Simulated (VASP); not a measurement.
# BeNb2CuAg12 in VASP: notebook

The runs below take BeNb2CuAg12 through single point, with PBE.

Everything below comes from runs of VASP 6.6.1. Logs are shortened: lines on timing, memory, paths and dates and some standing lists are left out, and cuts for length are marked.

### 1 The cell of the first run

The cell holds a disordered packing, 16 atoms: a = 6.521 Å, b = 6.253 Å, c = 6.507 Å, α = 90.50°, β = 90.86°, γ = 95.43°.

### 2 Single point, PBE

INCAR reads:

```
PREC     = Accurate       # precision mode
ENCUT    = 520            # plane-wave cutoff, eV
EDIFF    = 1E-6           # SCF threshold, eV
ISMEAR   = -1             # smearing method
SIGMA    = 0.1818         # smearing width, eV
LREAL    = Auto         
LASPH    = True           # aspherical terms in the spheres
NELM     = 80             # most SCF steps
ALGO     = Normal         # electronic algorithm
ISIF     = 2              # what is computed and relaxed
LWAVE    = False          # write WAVECAR
LCHARG   = False          # write CHGCAR
GGA      = PE             # functional
NBANDS   = 100            # bands
LUSENCCL = False
```

KPOINTS reads:

```
Automatic mesh
0
Gamma
  4 4 4
```

POSCAR reads:

```
BeNb2CuAg12
1.0
    6.5133610000     -0.3026030000     -0.0497390000
   -0.3026030000      6.2459810000     -0.0287500000
   -0.0497390000     -0.0287500000      6.5065590000
Ag Nb Be Cu
12 2 1 1
Direct
    0.5503991851      0.4721743166      0.8294264305
    0.2650360129      0.1311033237      0.6189533329
    0.5377124556      0.8895212206      0.3697052556
    0.0837490977      0.3613244203      0.2829117389
    0.7587800587      0.0865426636      0.0114724815
    0.0561059628      0.8826224509      0.8794892959
    0.8340575595      0.1655439384      0.5963326008
    0.0826601535      0.4461201092      0.8607726039
    0.7791957294      0.5678632184      0.1436861180
    0.8191168530      0.6542687159      0.5723049034
    0.4922794176      0.4117440166      0.3463184442
    0.4786174631      0.8796641009      0.7705462226
    0.0281128638      0.9373610418      0.3049455330
    0.3629748780      0.1159213109      0.0975195802
    0.3123932257      0.6911222631      0.0922152346
    0.2485744984      0.6524303375      0.5480911576
```

Potentials or basis: VASP PAW PBE potentials, release 64 (Ag, Nb_sv, Be, Cu).

Run with:

```console
> cat potpaw_PBE.64/Ag/POTCAR potpaw_PBE.64/Nb_sv/POTCAR potpaw_PBE.64/Be/POTCAR potpaw_PBE.64/Cu/POTCAR > POTCAR
> mpirun -np 1 vasp_std > vasp.out
```

OUTCAR:

```text
PREC = Accurate
   ENCUT = 520
   EDIFF = 1E-6
   ISMEAR = -1
   LREAL = Auto
   LASPH = True
   NELM = 80
   ISIF = 2
   GGA = PE

 ion  position               nearest neighbor table
   1  0.550  0.472  0.829-   9 2.55  10 2.63  12 2.66  15 2.77  16 2.97   2 3.00  14 3.02   8 3.05
                             5 3.11  11 3.18   7 3.18  11 3.41   8 3.49
   2  0.265  0.131  0.619-  12 2.41   6 2.62  13 2.75  11 2.84   7 2.84   8 2.87   4 2.92   3 2.94
                             1 3.00  16 3.02  14 3.17
   3  0.538  0.890  0.370-  15 2.55  16 2.58  14 2.59  12 2.64  10 2.78   7 2.85   2 2.94   5 2.97
                            11 2.98   9 3.05  13 3.22  11 3.31
   4  0.084  0.361  0.283-   9 2.62  16 2.64  13 2.65  11 2.68  15 2.74  14 2.77   8 2.80   7 2.84
                             2 2.92   5 3.12  10 3.24
   5  0.759  0.087  0.011-   6 2.57  12 2.63  14 2.67   7 2.79  13 2.80   3 2.97   8 3.11   1 3.11
                             9 3.11   4 3.12   9 3.38  11 3.55
   6  0.056  0.883  0.879-  15 2.55   5 2.57   2 2.62  14 2.73   8 2.75  13 2.80  10 2.80  12 2.86
                            16 2.94   7 3.01   9 3.09   8 3.51
   7  0.834  0.166  0.596-  13 2.76   5 2.79   8 2.83   2 2.84   4 2.84   3 2.85   6 3.01  12 3.03
                            10 3.07   1 3.18  10 3.19  11 3.25
   8  0.083  0.446  0.861-  15 2.51  16 2.61   6 2.75   4 2.80   7 2.83   2 2.87   9 2.87  10 2.92
                             1 3.05   5 3.11  14 3.27   1 3.49   6 3.51
   9  0.779  0.568  0.144-  11 2.44   1 2.55   4 2.62  10 2.84   8 2.87  13 2.88   3 3.05   6 3.09
[... 13 lines left out ...]
  16  0.249  0.652  0.548-  12 2.42   3 2.58   8 2.61   4 2.64  11 2.64  10 2.81  13 2.87   6 2.94
                             1 2.97   2 3.02

  LATTYP: Found a triclinic cell.
 ALAT       =     6.5068126261
 B/A-ratio  =     1.3929197855
 C/A-ratio  =     1.7674117690
 COS(alpha) =     0.0001271162
 COS(beta)  =     0.5696386702
 COS(gamma) =     0.7238780851

  Lattice vectors:

 A1 = (   0.0497390000,   0.0287500000,  -6.5065590000)
 A2 = (  -0.2528640000,   6.2747310000,  -6.5353090000)
 A3 = (   6.8657030000,  -6.5198340000,  -6.5275480000)

Analysis of symmetry for initial positions (statically):
=====================================================================
 Subroutine PRICEL returns:
 Original cell was already a primitive cell.

 Routine SETGRP: Setting up the symmetry group for a
 triclinic supercell.

 Subroutine GETGRP returns: Found  1 space group operations
 (whereof  1 operations were pure point group operations)
 out of a pool of  2 trial point group operations.

The static configuration has the point symmetry C_1 .

Analysis of symmetry for dynamics (positions and initial velocities):
=====================================================================
 Subroutine PRICEL returns:
 Original cell was already a primitive cell.

 Routine SETGRP: Setting up the symmetry group for a
 triclinic supercell.

 Subroutine GETGRP returns: Found  1 space group operations
 (whereof  1 operations were pure point group operations)
 out of a pool of  2 trial point group operations.

The dynamic configuration has the point symmetry C_1 .

 Subroutine INISYM returns: Found  1 space group operations
 (whereof  1 operations are pure point group operations),
 and found     1 'primitive' translations

----------------------------------------------------------------------------------------

                                     Primitive cell

  volume of cell :     264.0845

  direct lattice vectors                    reciprocal lattice vectors
     6.513361000 -0.302603000 -0.049739000     0.153886430  0.007461000  0.001209343
    -0.302603000  6.245981000 -0.028750000     0.007461000  0.160467947  0.000766082
    -0.049739000 -0.028750000  6.506559000     0.001209343  0.000766082  0.153703698

  length of vectors
     6.520576206  6.253372993  6.506812626     0.154071939  0.160643130  0.153710364

  position of ions in fractional coordinates (direct lattice)
     0.550399185  0.472174317  0.829426430
     0.265036013  0.131103324  0.618953333
     0.537712456  0.889521221  0.369705256
     0.083749098  0.361324420  0.282911739
     0.758780059  0.086542664  0.011472482
     0.056105963  0.882622451  0.879489296
[... 8 lines left out ...]
     0.312393226  0.691122263  0.092215235
     0.248574498  0.652430338  0.548091158

  ion indices of the primitive-cell ions
   primitive index   ion index
                 1           1
                 2           2
                 3           3
                 4           4
                 5           5
                 6           6
[... 8 lines left out ...]
                15          15
                16          16

----------------------------------------------------------------------------------------

 KPOINTS: Automatic mesh

Automatic generation of k-mesh.
 Grid dimensions read from file:
 generate k-points for:    4    4    4

 Generating k-lattice:

  Cartesian coordinates                     Fractional coordinates (reciprocal lattice)
     0.038471608  0.001865250  0.000302336     0.250000000 -0.000000000  0.000000000
     0.001865250  0.040116987  0.000191520     0.000000000  0.250000000  0.000000000
     0.000302336  0.000191520  0.038425924     0.000000000  0.000000000  0.250000000

  Length of vectors
     0.038517985  0.040160783  0.038427591

  Shift w.r.t. Gamma in fractional coordinates (k-lattice)
     0.000000000  0.000000000  0.000000000

 Subroutine IBZKPT returns following result:
 ===========================================

 Found     36 irreducible k-points:

 Following reciprocal coordinates:
            Coordinates               Weight
  0.000000  0.000000  0.000000      1.000000
  0.250000  0.000000  0.000000      2.000000
  0.500000  0.000000  0.000000      1.000000
  0.000000  0.250000  0.000000      2.000000
  0.250000  0.250000  0.000000      2.000000
  0.500000  0.250000  0.000000      2.000000
[... 16 lines left out ...]
  0.000000 -0.250000  0.250000      2.000000
  0.250000 -0.250000  0.250000      2.000000
 [... further k-points ...]
   k-points           NKPTS =     36   k-points in BZ     NKDIM =     36   number of bands    NBANDS=    100
   number of dos      NEDOS =    301   number of ions     NIONS =     16
   total plane-waves  NPLWV = 110592
   dimension x,y,z NGX =    48 NGY =   48 NGZ =   48
   dimension x,y,z NGXF=    96 NGYF=   96 NGZF=   96
   ions per type =              12   2   1   1
   NGX,Y,Z   is equivalent  to a cutoff of  12.24, 12.76, 12.26 a.u.
   NGXF,Y,Z  is equivalent  to a cutoff of  24.48, 25.52, 24.53 a.u.
 SYSTEM =  unknown system
   PREC   = accura    normal or accurate (medium, high low for compatibility)
   ISTART =      0    job   : 0-new  1-cont  2-samecut
   ICHARG =      2    charge: 1-file 2-atom 10-const
   ISPIN  =      1    spin polarized calculation?
   LNONCOLLINEAR =      F non collinear calculations
   LSORBIT =      F    spin-orbit coupling
   LASPH  =      T    aspherical Exc in radial PAW
   ENCUT  =  520.0 eV  38.22 Ry    6.18 a.u.  12.12 11.63 12.10*2*pi/ulx,y,z
   NELM   =     80;   NELMIN=  2; NELMDL= -5     # of ELM steps
   EDIFF  = 0.1E-05   stopping-criterion for ELM
   LREAL  =      T    real-space projection
   EDIFFG = 0.1E-04   stopping-criterion for IOM
   NSW    =      0    number of steps for IOM
   IBRION =     -1    ionic relax: 0-MD 1-quasi-New 2-CG
   NFREE  =      0    steps in history (QN), initial steepest desc. (CG)
   ISIF   =      2    stress and relaxation
   ISYM   =      2    0-nonsym 1-usesym 2-fastsym
   POTIM  = 0.5000    time-step for ionic-motion
   TEBEG  =    0.0;   TEEND  =   0.0 temperature during run
   PSTRESS=    0.0 pullay stress
   NELECT =     171.0000    total number of electrons
   NUPDOWN=      -1.0000    fix difference up-down
   EMIN   =  10.00;   EMAX   =-10.00  energy-range for DOS
   EFERMI =   0.00;   METHOD = LEGACY
   ISMEAR =    -1;   SIGMA  =   0.18  broadening in eV -4-tet -1-fermi 0-gaus
   EFERMI_NEDOS =   21; number of points for ismear=-14 and -15
   IALGO  =     38    algorithm
   IMIX   =      4    mixing-type and parameters
     AMIX     =   0.40;   BMIX     =  1.00
     AMIX_MAG =   1.60;   BMIX_MAG =  1.00
  volume/ion in A,a.u.               =      16.51       111.38
  Fermi-wavevector in a.u.,A,eV,Ry     =   1.416313  2.676443 27.292505  2.005943
  Thomas-Fermi vector in A             =   2.537660
   LORBIT       =      0    0 simple, 1 ext, 2 COOP (PROOUT), +10 PAW based schemes
   GGA     = PE    functional components
   LHFCALC =     F    Hartree Fock is set to
   AEXX    =    0.0000 exact exchange contribution
   IVDW    =     0    specifies the selected vdW correction
   LEPSILON=     F    determine dielectric tensor
   LRPA    =     F    only Hartree local field effects (RPA)
 non-spin polarized calculation
  energy-cutoff  :      520.00
  volume of cell :      264.08
 maximum number of plane-waves:      7144
   NGX = 25   NGY = 23   NGZ = 25

 number of electron     171.0000003 magnetization

 Free energy of the ion-electron system (eV)
  ---------------------------------------------------
  ext. energy  EPLUGINS =         0.00000000
  ---------------------------------------------------
  free energy    TOTEN  =       -53.78574987 eV

  energy without entropy =      -52.87770500  energy(sigma->0) =      -53.33172743

 E-fermi :   8.8245     XC(G=0): -12.1195

 val. band max:        8.8219937833   @ k =   0.5000   0.2500   0.5000
 cond. band min:       8.8355447849   @ k =  -0.2500   0.2500   0.0000
 fundamental gap:      0.0135510016
 Fermi energy:         8.8245251803

 k-point     1 :       0.0000    0.0000    0.0000
  band No.  band energies     occupation
      1     -46.2861      2.00000
      2     -46.1782      2.00000
      3     -22.5400      2.00000
      4     -22.4619      2.00000
      5     -22.4137      2.00000
      6     -22.3825      2.00000
[... 2389 lines left out ...]
     96      11.3902      0.00000
     97      11.9570      0.00000

 [... further k-points ...]

 [bands above 97 left out]

------------------------ aborting loop because EDIFF is reached ----------------------------------------

  FORCE on cell =-STRESS in cart. coord.  units (eV):
  Direction    XX          YY          ZZ          XY          YZ          ZX
  --------------------------------------------------------------------------------------
  -------------------------------------------------------------------------------------
  Total       19.2730721     18.0207742     21.8273382      0.5143001      1.9884879      3.0220260
  in kB      116.9280363    109.3304547    132.4245441      3.1202138     12.0639815     18.3343663
  external PRESSURE =     119.5610117 kB  Pullay stress =       0.0000000 kB

 VOLUME and BASIS-vectors are now :
 -----------------------------------------------------------------------------
  energy-cutoff  :      520.00
  volume of cell :      264.08
      direct lattice vectors                 reciprocal lattice vectors
     6.513361000 -0.302603000 -0.049739000     0.153886430  0.007461000  0.001209343
    -0.302603000  6.245981000 -0.028750000     0.007461000  0.160467947  0.000766082
    -0.049739000 -0.028750000  6.506559000     0.001209343  0.000766082  0.153703698

 POSITION                                       TOTAL-FORCE (eV/Angst)
 -----------------------------------------------------------------------------------
      3.40081      2.75879      5.35576        -1.240232     -1.345149     -0.369856
      1.65582      0.72087      4.01030        -0.664591      2.717656     -1.303175
      3.21475      5.38259      2.35319         0.815685     -0.270761     -0.723116
      0.42208      2.22335      1.82623        -0.512204      1.143387      0.427721
      4.91545      0.31060      0.03442         0.266742      1.183490      0.944045
      0.05461      5.47058      5.69428        -0.140479     -1.161091     -0.424680
[... 8 lines left out ...]
      1.82101      4.21955      0.56460        -0.111969     -0.224661      0.388913
      1.39437      3.98409      3.53507        -1.023684     -0.293159     -0.568849
 -----------------------------------------------------------------------------------
    total drift:                                0.006432      0.002091     -0.000449

  FREE ENERGIE OF THE ION-ELECTRON SYSTEM (eV)
  ---------------------------------------------------
  free  energy   TOTEN  =       -53.7857498655 eV

  energy  without entropy=      -52.8777050002  energy(sigma->0) =      -53.33172743
```

It took 5.4 min on 1 × NVIDIA H100 80GB with 1 thread of AMD EPYC 7R13 (Zen 3), shared host; peak memory 1.8 GiB.

What came out:

| Quantity | Value |
| --- | --- |
| Free energy | -53.7857 eV |
| Pressure | 12.0 GPa |
| Largest force | 3.086 eV/Å |
| Band gap on the k mesh | zero (an odd number of electrons rules out a gap without spin polarisation) |

Forces on the atoms (eV/Å):
```
Ag  -1.240 -1.345 -0.370
Ag  -0.665  2.718 -1.303
Ag   0.816 -0.271 -0.723
Ag  -0.512  1.143  0.428
Ag   0.267  1.183  0.944
Ag  -0.140 -1.161 -0.425
Ag  -0.824  0.421  0.145
Ag   0.174 -0.590  0.164
Ag   1.511  1.450 -0.913
Ag   0.626 -0.213 -0.038
Ag  -0.225  0.340  2.277
Ag   2.125 -1.518  1.525
Nb   1.579 -1.511 -0.484
Nb  -2.357 -0.129 -1.048
Be  -0.112 -0.225  0.389
Cu  -1.024 -0.293 -0.569
```

Caveat: the atoms stand as in a frame of molecular dynamics.

### 3 Single point, PBE

This run uses another cell than the first one, of 17.18 Å³/atom.

INCAR reads:

```
SYSTEM = BeNb2CuAg12
PREC     = Accurate       ! precision mode
ENCUT    = 520            ! plane-wave cutoff, eV
EDIFF    = 1E-6           ! SCF threshold, eV
ISMEAR   = 0              ! smearing method
SIGMA    = 0.1            ! smearing width, eV
LREAL    = Auto         
LASPH    = .True.         ! aspherical terms in the spheres
NELM     = 60             ! most SCF steps
ALGO     = Normal         ! electronic algorithm
ISIF     = 2              ! what is computed and relaxed
LWAVE    = .False.        ! write WAVECAR
LCHARG   = .False.        ! write CHGCAR
GGA      = PE             ! functional
NBANDS   = 100            ! bands
LUSENCCL = .False.
```

KPOINTS reads:

```
regular mesh
0
Gamma
  4 6 6
  0 0 0
```

POSCAR reads:

```
BeNb2CuAg12
1.0
    8.0380550000     -0.0215620000      0.1101220000
   -0.1249790000      5.8258430000     -0.1361360000
    0.0872540000     -0.1363630000      5.8756510000
Ag Nb Be Cu
12 2 1 1
Direct
    0.4974030591      0.4170163648      0.8298232856
    0.2643935891      0.1631680747      0.5746711843
    0.5022442689      0.8990444512      0.3151995304
    0.0350282456      0.4210557573      0.3297230646
    0.7692755746      0.1649332412      0.0677343708
    0.0016982815      0.9138628172      0.7848978220
    0.7625717472      0.1657588965      0.5555459516
    0.0329042907      0.4355325301      0.8347727635
    0.7615980450      0.6622113905      0.0640066718
    0.7601242079      0.6566987834      0.5523768096
    0.4996657082      0.4085408173      0.3157647500
    0.5139838758      0.9043085170      0.8173996490
    0.0507796614      0.9010873274      0.2806813547
    0.2448664216      0.1139773689      0.0669259485
    0.2820325728      0.6395304374      0.0845212691
    0.2667151902      0.6739012008      0.5780328709
```

Potentials or basis: VASP PAW PBE potentials, release 64 (Ag, Nb_sv, Be, Cu).

Run with:

```console
> cat potpaw_PBE.64/Ag/POTCAR potpaw_PBE.64/Nb_sv/POTCAR potpaw_PBE.64/Be/POTCAR potpaw_PBE.64/Cu/POTCAR > POTCAR
> mpirun -np 1 vasp_std > vasp.out
```

Run time: 9.2 min. Hardware: 1 × NVIDIA H100 80GB with 1 thread of AMD EPYC 7R13 (Zen 3), shared host; peak memory 2.3 GiB.

The run converged. Its results:

* Free energy: -57.4740 eV
* Pressure: 0.0 GPa
* Largest force: 0.129 eV/Å
* Band gap on the k mesh: zero (an odd number of electrons rules out a gap without spin polarisation)

Forces in eV/Å, atoms in the order of the input:
```
Ag  -0.023  0.057 -0.006
Ag  -0.013 -0.058  0.051
Ag  -0.022 -0.020 -0.014
Ag   0.058 -0.017 -0.094
Ag   0.010  0.019 -0.002
Ag   0.069 -0.017 -0.093
Ag   0.028  0.025  0.054
Ag   0.056  0.028  0.039
Ag   0.013  0.026 -0.026
Ag   0.016 -0.025  0.005
Ag  -0.064  0.027  0.000
Ag  -0.030 -0.053  0.015
Nb  -0.057 -0.001  0.115
Nb   0.004 -0.091 -0.045
Be  -0.049  0.113  0.008
Cu   0.003 -0.013 -0.006
```

Stress tensor (GPa, compression positive):
```
 0.10 -0.14  0.27
-0.14 -0.17 -0.04
 0.27 -0.04  0.04
```

Levels at points of the mesh, in eV from the Fermi level:
```csv
k point,band 81,band 82,band 83,band 84,band 85,band 86,band 87,band 88,band 89,band 90
"(0.00, 0.00, 0.00)",-0.92,-0.75,-0.58,-0.45,-0.36,-0.17,-0.03,0.10,0.50,1.09
"(0.50, 0.00, 0.00)",-0.86,-0.76,-0.70,-0.61,-0.41,-0.27,-0.06,0.12,0.31,0.57
"(0.00, 0.50, 0.00)",-1.37,-1.08,-0.73,-0.55,-0.29,0.08,0.43,0.59,0.96,0.98
"(0.50, 0.50, 0.00)",-1.01,-0.86,-0.75,-0.27,0.21,0.32,0.58,0.73,0.93,1.29
"(0.00, 0.00, 0.50)",-1.18,-1.00,-0.65,-0.55,-0.17,0.11,0.33,0.59,0.90,1.03
"(0.50, 0.00, 0.50)",-0.86,-0.67,-0.66,-0.33,0.10,0.32,0.60,0.75,0.97,1.22
"(0.00, 0.50, 0.50)",-1.44,-1.27,-1.13,-1.02,-0.77,-0.41,-0.11,0.08,0.49,1.10
"(0.50, 0.50, 0.50)",-1.94,-1.56,-1.20,-0.51,-0.25,-0.03,0.16,0.90,1.10,1.80
```
